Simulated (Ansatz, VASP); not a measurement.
## One calculation of Ta, two programs

```
CELL_PARAMETERS angstrom
4.62002 0.00000 0.00000
-2.31001 4.00106 0.00000
0.00000 0.00000 4.71520
ATOMIC_POSITIONS crystal
Ta 0.00000 0.00000 0.25000
Ta 0.00000 0.00000 0.75000
Ta 0.33333 0.66667 0.75000
Ta 0.66667 0.33333 0.25000
```

Alike in both runs: functional r2SCAN; k mesh 6 × 6 × 2; occupations gaussian, width 0.1 eV; no spin polarisation.

Ansatz relaxed the structure, and its values are those at the end. VASP's run is a single point on that final structure, the one shown.

```csv
,VASP,Ansatz
version,VASP 6.6.1,Ansatz 0.2.0
potentials or method,"VASP PAW PBE potentials, release 64 (Ta_pv), cutoff 520 eV","scalar-relativistic, plane waves, PAW"
valence electrons in the cell,44,52
```

Ansatz gave:

* gap on the k mesh at the Fermi level (eV): none
* pressure (GPa): 0.0

Problem. Which values does VASP return?

Solution. gap on the k mesh at the Fermi level (eV): none; pressure (GPa): 0.7.

VASP's potentials were made for PBE, not for r2SCAN. A gap of «none» marks a metal or a gap that the smearing closes. VASP's potentials hold 44 valence electrons a cell and Ansatz's 52, so a difference there can come from the potentials and not from the codes.

The k mesh is coarse, so the values compare programs but aren't converged. Spin-orbit coupling is off throughout.
